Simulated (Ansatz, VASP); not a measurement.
One calculation of SiC, two programs

INCAR

```
PREC = Accurate
ENCUT = 600
EDIFF = 1E-6
ISMEAR = 0
SIGMA = 0.1
LREAL = F
LASPH = T
NELM = 100
ALGO = Normal
ISIF = 3
LWAVE = F
LCHARG = F
GGA = PE
IBRION = 2
NSW = 90
EDIFFG = -0.04
```

KPOINTS

```
Automatic mesh
0
Gamma
  6 6 2
```

POSCAR

```
SiC
1.0
    3.6979113000      0.0000000000      0.0000000000
   -1.8489556500      3.2024851300      0.0000000000
    0.0000000000      0.0000000000      7.8835595300
Si C
3 3
Direct
    0.5000000000      0.0000000000      0.5000000000
    0.0000000000      0.5000000000      0.5000000000
    0.5000000000      0.5000000000      0.5000000000
    0.0000000000      0.0000000000      0.5000000000
    0.0000000000      0.0000000000      0.8695536500
    0.0000000000      0.0000000000      0.1304463500
```

Input for Ansatz:

```yaml
crystal:
  lattice:
    - [3.6979113, 0.0, 0.0]
    - [-1.84895565, 3.20248513, 0.0]
    - [0.0, 0.0, 7.88355953]
  atoms:
    - { symbol: Si, position: [0.5, 0.0, 0.5] }
    - { symbol: Si, position: [0.0, 0.5, 0.5] }
    - { symbol: Si, position: [0.5, 0.5, 0.5] }
    - { symbol: C, position: [0.0, 0.0, 0.5] }
    - { symbol: C, position: [0.0, 0.0, 0.86955365] }
    - { symbol: C, position: [0.0, 0.0, 0.13044635] }
basis:
  ecutwfc: 420
kpoints:
  mp_grid: { grid: [6, 6, 2] }
hamiltonian:
  xc: pbe
scf:
  occupations: { method: gaussian, width: 0.1 }
  lower_state_search: "off"
output:
  forces: true
  stress: true
  eigenvalues: true
relax:
  adjacent_minimum: "off"
  f_tol: 0.04
  max_steps: 70
  cell: { stress_tol: 0.4 }
```

Alike in both runs: task relaxation of cell and atoms; functional PBE; k mesh 6 × 6 × 2; occupations gaussian, width 0.1 eV; no spin polarisation.

```csv
,VASP,Ansatz
version,VASP 6.6.1,Ansatz 0.2.0
potentials or method,"VASP PAW PBE potentials, release 64 (Si, C), cutoff 600 eV","scalar-relativistic, plane waves, PAW"
valence electrons in the cell,24,24
```

Ansatz gave:

* gap on the k mesh at the Fermi level, each at its own relaxed structure (eV): none
* relaxed volume (Å³/atom): 19.23
* relaxed cell length with the largest relative difference (Å): 5.968

Problem. What did VASP give for the same quantities?

Solution. gap on the k mesh at the Fermi level, each at its own relaxed structure (eV): none; relaxed volume (Å³/atom): 17.07; relaxed cell length with the largest relative difference (Å): 5.597.

A gap of «none» marks a metal or a gap that the smearing closes. One of these differences is far larger than is usual between the two programs; its cause wasn't traced.

The k mesh is coarse, so the values compare programs but aren't converged.
